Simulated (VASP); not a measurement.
A run of VASP 6.6.1 is set up as follows.

The input INCAR:

```
ALGO = Normal ; EDIFF = 1E-6
EDIFFG = -0.005 ; ENCUT = 600
GGA = PE ; IBRION = 2
ISIF = 4 ; ISMEAR = -1
LASPH = True ; LCHARG = False
LREAL = False ; LWAVE = False
NELM = 60 ; NSW = 50
PREC = Accurate ; SIGMA = 0.1
```

KPOINTS

```
k-points
0
Gamma
  7 7 10
```

Contents of POSCAR:

```
Tl
1.0
    4.9985804601      0.0000000000      0.0000000000
   -2.4992902301      4.3288976613      0.0000000000
    0.0000000000      0.0000000000      3.0766880791
Tl
3
Direct
    0.0000000000      0.0000000000      0.0000000000
    0.3333333333      0.6666666667      0.5000000000
    0.6666666667      0.3333333333      0.5000000000
```

Potentials or basis: VASP PAW PBE potentials, release 64 (Tl_d).

The run is started by

```console
$ cat potpaw_PBE.64/Tl_d/POTCAR > POTCAR
$ mpirun -np 1 vasp_std > vasp.out
```

Task: Predict the band gap on the k mesh.

Result: Zero (an odd number of electrons rules out a gap without spin polarisation).

Final structure:
```xyz
3
Lattice="5.0146 0.0000 0.0000 -2.5073 4.3428 0.0000 0.0000 0.0000 3.0570" Properties=species:S:1:pos:R:3 pbc="T T T"
Tl    0.0000    0.0000    0.0000
Tl    0.0000    2.8952    1.5285
Tl    2.5073    1.4476    1.5285
```

Caveat: spin-orbit coupling is left out, which moves the levels of the heavy elements.
